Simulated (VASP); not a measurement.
Input of a VASP 6.6.1 run:

The input INCAR:

```
SYSTEM = In3As
PREC = Accurate ; ENCUT = 600
EDIFF = 1E-7 ; ISMEAR = -1
SIGMA = 0.05 ; LREAL = .False.
LASPH = .True. ; NELM = 100
ALGO = Normal ; ISIF = 3
LWAVE = .False. ; LCHARG = .False.
GGA = PS ; IBRION = 2
NSW = 60 ; EDIFFG = -0.01
PSTRESS = 50.0
```

KPOINTS

```
Automatic mesh
0
Gamma
  6 6 6
  0 0 0
```

POSCAR

```
In3As
1.0
    4.6716810000      0.0000000000      0.0000000000
    0.0000000000      4.6716810000      0.0000000000
    0.0000000000      0.0000000000      4.6716810000
In As
3 1
Direct
    0.5000000000      0.5000000000      0.0000000000
    0.5000000000      0.0000000000      0.5000000000
    0.0000000000      0.5000000000      0.5000000000
    0.0000000000      0.0000000000      0.0000000000
```

Potentials or basis: VASP PAW PBE potentials, release 64 (In_d, As).

Run with:

```bash
$ cat potpaw_PBE.64/In_d/POTCAR potpaw_PBE.64/As/POTCAR > POTCAR
$ mpirun -np 1 vasp_std > vasp.out
```

Predict the relaxed cell.

a = 4.463 Å, b = 4.463 Å, c = 4.463 Å, α = 90.00°, β = 90.00°, γ = 90.00°.

Predict the band gap on the k mesh.

zero (band 22 reaches 8.85 eV, above the bottom of band 23 at 4.09 eV).

The path:
| step | energy change (eV) | largest force (eV/Å) | pressure (GPa) | volume (Å³) |
| --- | --- | --- | --- | --- |
| 1 | 0.0000 | 0.0000 | -2.35 | 101.96 |
| 2 | 0.1999 | 0.0000 | 7.90 | 85.65 |
| 3 | 0.0713 | 0.0000 | 4.98 | 88.88 |

Caveat: the cell is relaxed towards a set pressure, so the enthalpy falls and the energy may rise; the PAW data sets were made with another functional, which shifts forces and pressure a little; spin-orbit coupling is left out, which moves the levels of the heavy elements.
